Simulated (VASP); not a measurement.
Nb: single point with PBE

The system is Nb.

```
CELL_PARAMETERS angstrom
-1.66395 1.66395 1.66395
1.66395 -1.66395 1.66395
1.66395 1.66395 -1.66395
ATOMIC_POSITIONS crystal
Nb 0.00000 0.00000 0.00000
```

```json
{"Program": "VASP 6.6.1", "Task": "single point", "Functional": "PBE", "Potentials or basis": "VASP PAW PBE potentials, release 64 (Nb_sv)", "Cutoff": "500 eV", "k mesh": "9 × 9 × 9", "Occupations": "methfessel-paxton, width 0.05 eV", "Spin": "no spin polarisation", "Dipole correction": "no", "Further INCAR settings": "ALGO = Normal; EDIFF = 1e-06; NBANDS = 12"}
```

```yaml
Pressure: -3.3 GPa
```

Levels at points of the mesh, in eV from the Fermi level:
```csv
k point,band 4,band 5,band 6,band 7,band 8,band 9
"(0.00, 0.00, 0.00)",-29.72,-5.88,0.40,0.40,0.40,3.23
```

Run time: 3.4 s on 1 thread of Intel(R) Xeon(R) 6975P-C (Granite Rapids) (shared host), peak memory 0.13 GiB.
